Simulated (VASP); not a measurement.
Runs of VASP 6.6.1 on ZnSe. The structure is that of space group F-43m (No. 216), or close to it. The cells are those of the table. 

```csv
level,cell,k mesh,gap on the mesh (eV),pressure (GPa)
r2SCAN,"a = 3.924 Å, angles 60.0°, 2 atoms",6 × 6 × 6,(c),4.8
PBE,"a = 4.006 Å, angles 60.0°, 2 atoms",8 × 8 × 8,1.30,2.4
r2SCAN,"a = 4.006 Å, angles 60.0°, 2 atoms",8 × 8 × 8,1.87,0.1
r2SCAN,"a = 4.006 Å, angles 60.0°, 2 atoms",6 × 6 × 6,1.87,0.1
r2SCAN,"a = 3.965 Å, angles 60.0°, 2 atoms",6 × 6 × 6,2.01,2.3
PBE,"a = 4.093 Å, angles 60.0°, 2 atoms",6 × 6 × 6,1.04,(d)
PBE,"a = 4.053 Å, angles 60.0°, 2 atoms",6 × 6 × 6,(b),0.2
PBE,"a = 4.133 Å, angles 60.0°, 2 atoms",6 × 6 × 6,0.93,(a)
```

Alike in all rows: task single point; potentials or basis VASP PAW PBE potentials, release 64 (Zn, Se); no spin polarisation; cutoff (eV) 520; smearing gaussian 0.01 eV.

Task: Fill in the values left out.

Result: (a) -2.7; (b) 1.15; (c) 2.15; (d) -1.3.

Caveats: the PAW data sets were made with another functional, which shifts forces and pressure a little (some runs).

A k mesh can miss the band edges, and the runs leave out spin-orbit coupling on Se.
